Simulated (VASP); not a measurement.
# Ga2O3 (C2/m) in VASP: single point with PBEsol

Aim: the single point of Ga2O3 with PBEsol.

All numbers are computed with VASP 6.6.1; they aren't measurements. Logs are shortened: lines on timing, memory, paths and dates and some standing lists are left out, and cuts for length are marked.

**1. The cell of the first run**

It takes space group C2/m (No. 12, monoclinic). The conventional cell has a = 12.277 Å, b = 3.047 Å, c = 5.811 Å, α = 90.00°, β = 103.71°, γ = 90.00°. Ga (site symmetry m) has 6 O at 1.94 to 2.08 Å within 2.6 Å. Within 2.4 Å of Ga (site symmetry m) lie 4 O at 1.84 to 1.87 Å. O (site symmetry m) has 3 Ga at 1.84 to 1.94 Å within 2.4 Å. O (site symmetry m) has 4 Ga at 1.87 to 2.08 Å within 2.5 Å. Within 2.4 Å of O (site symmetry m) lie 3 Ga at 1.84 to 1.95 Å.

**2. Single point, PBEsol**

INCAR reads:

```
SYSTEM = Ga2O3
  PREC = Accurate
  ENCUT = 520
  EDIFF = 1E-6
  ISMEAR = 0
  SIGMA = 0.02
  LREAL = .FALSE.
  LASPH = .TRUE.
  NELM = 100
  ALGO = Normal
  ISIF = 2
  LWAVE = .FALSE.
  LCHARG = .FALSE.
  GGA = PS
  NBANDS = 55
```

KPOINTS reads:

```
regular mesh
0
G
  8 8 4
  0 0 0
```

POSCAR reads:

```
Ga2O3
1.0
    6.1387134723     -1.5236598570      0.0036360933
    6.1387134723      1.5236598570      0.0036360933
   -1.3804415248      0.0000000000      5.6441527181
Ga O
4 6
Direct
    0.3412681319      0.3412681319      0.6854239420
    0.6587318681      0.6587318681      0.3145760580
    0.9094817733      0.9094817733      0.2046052829
    0.0905182267      0.0905182267      0.7953947171
    0.5037661250      0.5037661250      0.7440673759
    0.4962338750      0.4962338750      0.2559326241
    0.8267789415      0.8267789415      0.4372302537
    0.1732210585      0.1732210585      0.5627697463
    0.1652737566      0.1652737566      0.1095892100
    0.8347262434      0.8347262434      0.8904107900
```

Potentials or basis: VASP PAW PBE potentials, release 64 (Ga_d, O).

Started as:

```bash
$ cat potpaw_PBE.64/Ga_d/POTCAR potpaw_PBE.64/O/POTCAR > POTCAR
$ mpirun -np 1 vasp_std > vasp.out
```

OUTCAR:

```text
SYSTEM = Ga2O3
   PREC = Accurate
   ENCUT = 520
   EDIFF = 1E-6
   ISMEAR = 0
   LREAL = .FALSE.
   LASPH = .TRUE.
   NELM = 100
   ISIF = 2
   GGA = PS

 ion  position               nearest neighbor table
   1  0.341  0.341  0.685-   5 1.94  10 1.95  10 1.95   8 2.02   7 2.08   7 2.08
   2  0.659  0.659  0.315-   6 1.94   9 1.95   9 1.95   7 2.02   8 2.08   8 2.08
   3  0.909  0.909  0.205-  10 1.84   6 1.84   6 1.84   7 1.87
   4  0.091  0.091  0.795-   9 1.84   5 1.84   5 1.84   8 1.87
   5  0.504  0.504  0.744-   4 1.84   4 1.84   1 1.94
   6  0.496  0.496  0.256-   3 1.84   3 1.84   2 1.94
   7  0.827  0.827  0.437-   3 1.87   2 2.02   1 2.08   1 2.08
   8  0.173  0.173  0.563-   4 1.87   1 2.02   2 2.08   2 2.08
   9  0.165  0.165  0.110-   4 1.84   2 1.95   2 1.95
  10  0.835  0.835  0.890-   3 1.84   1 1.95   1 1.95

  LATTYP: Found a base centered monoclinic cell.
 ALAT       =    12.2774290983
 B/A-ratio  =     0.2482050346
 C/A-ratio  =     0.4732680148
 COS(beta)  =    -0.2370010659

  Lattice vectors:

 A1 = (   6.1387134723,  -1.5236598570,   0.0036360933)
 A2 = (   6.1387134723,   1.5236598570,   0.0036360933)
 A3 = (  -1.3804415248,   0.0000000000,   5.6441527181)

Analysis of symmetry for initial positions (statically):
=====================================================================
 Subroutine PRICEL returns:
 Original cell was already a primitive cell.

 Routine SETGRP: Setting up the symmetry group for a
 base centered monoclinic supercell.

 Subroutine GETGRP returns: Found  4 space group operations
 (whereof  4 operations were pure point group operations)
 out of a pool of  4 trial point group operations.

The static configuration has the point symmetry C_2h.

Analysis of symmetry for dynamics (positions and initial velocities):
=====================================================================
 Subroutine PRICEL returns:
 Original cell was already a primitive cell.

 Routine SETGRP: Setting up the symmetry group for a
 base centered monoclinic supercell.

 Subroutine GETGRP returns: Found  4 space group operations
 (whereof  4 operations were pure point group operations)
 out of a pool of  4 trial point group operations.

The dynamic configuration has the point symmetry C_2h.

 Subroutine INISYM returns: Found  4 space group operations
 (whereof  4 operations are pure point group operations),
 and found     1 'primitive' translations

----------------------------------------------------------------------------------------

                                     Primitive cell

  volume of cell :     105.5983

  direct lattice vectors                    reciprocal lattice vectors
     6.138713472 -1.523659857  0.003636093     0.081438493 -0.328157231  0.019918150
     6.138713472  1.523659857  0.003636093     0.081438493  0.328157231  0.019918150
    -1.380441525  0.000000000  5.644152718    -0.000104929  0.000000000  0.177148848

  length of vectors
     6.324978710  6.324978710  5.810514496     0.338697696  0.338697696  0.177148879

  position of ions in fractional coordinates (direct lattice)
     0.341268132  0.341268132  0.685423942
     0.658731868  0.658731868  0.314576058
     0.909481773  0.909481773  0.204605283
     0.090518227  0.090518227  0.795394717
     0.503766125  0.503766125  0.744067376
     0.496233875  0.496233875  0.255932624
     0.826778942  0.826778942  0.437230254
     0.173221058  0.173221058  0.562769746
     0.165273757  0.165273757  0.109589210
     0.834726243  0.834726243  0.890410790

  ion indices of the primitive-cell ions
   primitive index   ion index
                 1           1
                 2           2
                 3           3
                 4           4
                 5           5
                 6           6
                 7           7
                 8           8
                 9           9
                10          10

----------------------------------------------------------------------------------------

 KPOINTS: regular mesh

Automatic generation of k-mesh.
 Grid dimensions read from file:
 generate k-points for:    8    8    4

 Generating k-lattice:

  Cartesian coordinates                     Fractional coordinates (reciprocal lattice)
     0.010179812 -0.041019654  0.002489769     0.125000000 -0.000000000  0.000000000
     0.010179812  0.041019654  0.002489769    -0.000000000  0.125000000  0.000000000
    -0.000026232  0.000000000  0.044287212     0.000000000  0.000000000  0.250000000

  Length of vectors
     0.042337212  0.042337212  0.044287220

  Shift w.r.t. Gamma in fractional coordinates (k-lattice)
     0.000000000  0.000000000  0.000000000

 Subroutine IBZKPT returns following result:
 ===========================================

 Found     78 irreducible k-points:

 Following reciprocal coordinates:
            Coordinates               Weight
  0.000000  0.000000  0.000000      1.000000
  0.125000  0.000000  0.000000      4.000000
  0.250000  0.000000  0.000000      4.000000
  0.375000  0.000000  0.000000      4.000000
  0.500000  0.000000  0.000000      2.000000
  0.125000  0.125000  0.000000      2.000000
[... 16 lines left out ...]
  0.125000  0.000000  0.250000      4.000000
  0.250000  0.000000  0.250000      4.000000
 [... further k-points ...]
   k-points           NKPTS =     78   k-points in BZ     NKDIM =     78   number of bands    NBANDS=     55
   number of dos      NEDOS =    301   number of ions     NIONS =     10
   total plane-waves  NPLWV = 110592
   dimension x,y,z NGX =    48 NGY =   48 NGZ =   48
   dimension x,y,z NGXF=    96 NGYF=   96 NGZF=   96
   ions per type =               4   6
   NGX,Y,Z   is equivalent  to a cutoff of  12.62, 12.62, 13.73 a.u.
   NGXF,Y,Z  is equivalent  to a cutoff of  25.23, 25.23, 27.47 a.u.
 SYSTEM =  Ga2O3
   PREC   = accura    normal or accurate (medium, high low for compatibility)
   ISTART =      0    job   : 0-new  1-cont  2-samecut
   ICHARG =      2    charge: 1-file 2-atom 10-const
   ISPIN  =      1    spin polarized calculation?
   LNONCOLLINEAR =      F non collinear calculations
   LSORBIT =      F    spin-orbit coupling
   LASPH  =      T    aspherical Exc in radial PAW
   ENCUT  =  520.0 eV  38.22 Ry    6.18 a.u.  11.76 11.76 10.80*2*pi/ulx,y,z
   NELM   =    100;   NELMIN=  2; NELMDL= -5     # of ELM steps
   EDIFF  = 0.1E-05   stopping-criterion for ELM
   LREAL  =      F    real-space projection
   EDIFFG = 0.1E-04   stopping-criterion for IOM
   NSW    =      0    number of steps for IOM
   IBRION =     -1    ionic relax: 0-MD 1-quasi-New 2-CG
   NFREE  =      0    steps in history (QN), initial steepest desc. (CG)
   ISIF   =      2    stress and relaxation
   ISYM   =      2    0-nonsym 1-usesym 2-fastsym
   POTIM  = 0.5000    time-step for ionic-motion
   TEBEG  =    0.0;   TEEND  =   0.0 temperature during run
   PSTRESS=    0.0 pullay stress
   NELECT =      88.0000    total number of electrons
   NUPDOWN=      -1.0000    fix difference up-down
   EMIN   =  10.00;   EMAX   =-10.00  energy-range for DOS
   EFERMI =   0.00;   METHOD = LEGACY
   ISMEAR =     0;   SIGMA  =   0.02  broadening in eV -4-tet -1-fermi 0-gaus
   EFERMI_NEDOS =   21; number of points for ismear=-14 and -15
   IALGO  =     38    algorithm
   IMIX   =      4    mixing-type and parameters
     AMIX     =   0.40;   BMIX     =  1.00
     AMIX_MAG =   1.60;   BMIX_MAG =  1.00
  volume/ion in A,a.u.               =      10.56        71.26
  Fermi-wavevector in a.u.,A,eV,Ry     =   1.540577  2.911268 32.291755  2.373377
  Thomas-Fermi vector in A             =   2.646644
   LORBIT       =      0    0 simple, 1 ext, 2 COOP (PROOUT), +10 PAW based schemes
   GGA     = PS    functional components
   LHFCALC =     F    Hartree Fock is set to
   AEXX    =    0.0000 exact exchange contribution
   IVDW    =     0    specifies the selected vdW correction
   LEPSILON=     F    determine dielectric tensor
   LRPA    =     F    only Hartree local field effects (RPA)
 non-spin polarized calculation
 Gauss-broadening in eV      SIGMA  =   0.02
  energy-cutoff  :      520.00
  volume of cell :      105.60
 maximum number of plane-waves:      2867
   NGX = 23   NGY = 23   NGZ = 21

 number of electron      88.0000013 magnetization

 Free energy of the ion-electron system (eV)
  ---------------------------------------------------
  ext. energy  EPLUGINS =         0.00000000
  ---------------------------------------------------
  free energy    TOTEN  =       -63.89525511 eV

  energy without entropy =      -63.89525511  energy(sigma->0) =      -63.89525511

 E-fermi :   3.7542     XC(G=0): -11.8584

 val. band max:        3.6644134087   @ k =   0.5000   0.3750   0.5000
 cond. band min:       5.8916775067   @ k =   0.0000   0.0000   0.0000
 fundamental gap:      2.2272640980
 Fermi energy:         3.7541731083

 k-point     1 :       0.0000    0.0000    0.0000
  band No.  band energies     occupation
      1     -15.1863      2.00000
      2     -13.9946      2.00000
      3     -13.9759      2.00000
      4     -13.8685      2.00000
      5     -13.3877      2.00000
      6     -13.3761      2.00000
[... 47 lines left out ...]
     54      15.8229      0.00000
     55      16.1070      0.00000

 k-point     2 :       0.1250    0.0000    0.0000
  band No.  band energies     occupation
      1     -15.0640      2.00000
      2     -13.9818      2.00000
      3     -13.9462      2.00000
      4     -13.7837      2.00000
      5     -13.3906      2.00000
      6     -13.3762      2.00000
[... 47 lines left out ...]
     54      14.9268      0.00000
     55      15.1188      0.00000
[... 1216 lines left out ...]
     54      15.1365      0.00000
     55      15.5940      0.00000

 k-point    24 :       0.2500    0.0000    0.2500
  band No.  band energies     occupation
      1     -14.6242      2.00000
      2     -14.0443      2.00000
      3     -13.8802      2.00000
      4     -13.6183      2.00000
      5     -13.4400      2.00000
      6     -13.3481      2.00000
[... 47 lines left out ...]
     54      14.2425      0.00000
     55      15.5108      0.00000

 [... further k-points ...]
[... 5 lines left out ...]
  --------------------------------------------------------------------------------------
  -------------------------------------------------------------------------------------
  Total        0.1272971      0.2379089      0.1665895      0.0000000      0.0000000      0.0045974
  in kB        1.9313997      3.6096426      2.5275583      0.0000000      0.0000000      0.0697542
  external PRESSURE =       2.6895335 kB  Pullay stress =       0.0000000 kB

 VOLUME and BASIS-vectors are now :
 -----------------------------------------------------------------------------
  energy-cutoff  :      520.00
  volume of cell :      105.60
      direct lattice vectors                 reciprocal lattice vectors
     6.138713472 -1.523659857  0.003636093     0.081438493 -0.328157231  0.019918150
     6.138713472  1.523659857  0.003636093     0.081438493  0.328157231  0.019918150
    -1.380441525  0.000000000  5.644152718    -0.000104929  0.000000000  0.177148848

 POSITION                                       TOTAL-FORCE (eV/Angst)
 -----------------------------------------------------------------------------------
      3.24371      0.00000      3.87112         0.009883      0.000000      0.019833
      7.65328      0.00000      1.78031        -0.009883      0.000000     -0.019833
     10.88365      0.00000      1.16144         0.002613      0.000000     -0.001768
      0.01334      0.00000      4.48999        -0.002613      0.000000      0.001768
      5.15781      0.00000      4.20329         0.004905      0.000000      0.000066
      5.73918      0.00000      1.44813        -0.004905      0.000000     -0.000066
      9.54715      0.00000      2.47381         0.013456      0.000000     -0.013379
      1.34984      0.00000      3.17762        -0.013456      0.000000      0.013379
      1.87785      0.00000      0.61974         0.006826      0.000000     -0.015721
      9.01913      0.00000      5.03168        -0.006826      0.000000      0.015721
 -----------------------------------------------------------------------------------
    total drift:                               -0.000000     -0.000000      0.000000

  FREE ENERGIE OF THE ION-ELECTRON SYSTEM (eV)
  ---------------------------------------------------
  free  energy   TOTEN  =       -63.8952551051 eV

  energy  without entropy=      -63.8952551051  energy(sigma->0) =      -63.89525511
```

Run time: 5.3 min. Hardware: 1 thread of Intel Xeon 6975P-C (Granite Rapids), shared host; peak memory 0.52 GiB.

Results:

* Free energy: -63.8953 eV
* Pressure: 0.3 GPa
* Largest force: 0.022 eV/Å
* Band gap on the k mesh: 2.23 eV, indirect (least direct gap 2.24 eV)

Forces in eV/Å, atoms in the order of the input:
```
Ga   0.010  0.000  0.020
Ga  -0.010  0.000 -0.020
Ga   0.003  0.000 -0.002
Ga  -0.003  0.000  0.002
O    0.005  0.000  0.000
O   -0.005  0.000  0.000
O    0.013  0.000 -0.013
O   -0.013  0.000  0.013
O    0.007  0.000 -0.016
O   -0.007  0.000  0.016
```

Levels at points of the mesh, in eV from the valence-band top:
| k point | band 41 | band 42 | band 43 | band 44 | band 45 | band 46 | band 47 | band 48 |
| --- | --- | --- | --- | --- | --- | --- | --- | --- |
| (0.00, 0.00, 0.00) | -0.68 | -0.49 | -0.29 | -0.02 | 2.23 | 5.53 | 6.54 | 6.58 |
| (0.50, 0.00, 0.00) | -0.77 | -0.72 | -0.48 | -0.11 | 5.47 | 6.34 | 7.06 | 7.32 |
| (0.50, 0.50, 0.00) | -0.69 | -0.68 | -0.42 | -0.15 | 4.42 | 4.66 | 5.63 | 6.40 |
| (0.00, 0.00, 0.50) | -0.67 | -0.65 | -0.51 | -0.30 | 4.61 | 4.75 | 6.57 | 7.03 |
| (0.50, 0.00, 0.50) | -1.10 | -1.06 | -0.74 | -0.65 | 6.73 | 6.77 | 7.66 | 7.84 |
| (0.50, 0.50, 0.50) | -0.66 | -0.62 | -0.60 | -0.01 | 5.02 | 5.15 | 6.07 | 6.38 |

Caveat: the PAW data sets were made with another functional, which shifts forces and pressure a little. A k mesh can miss the band edges.
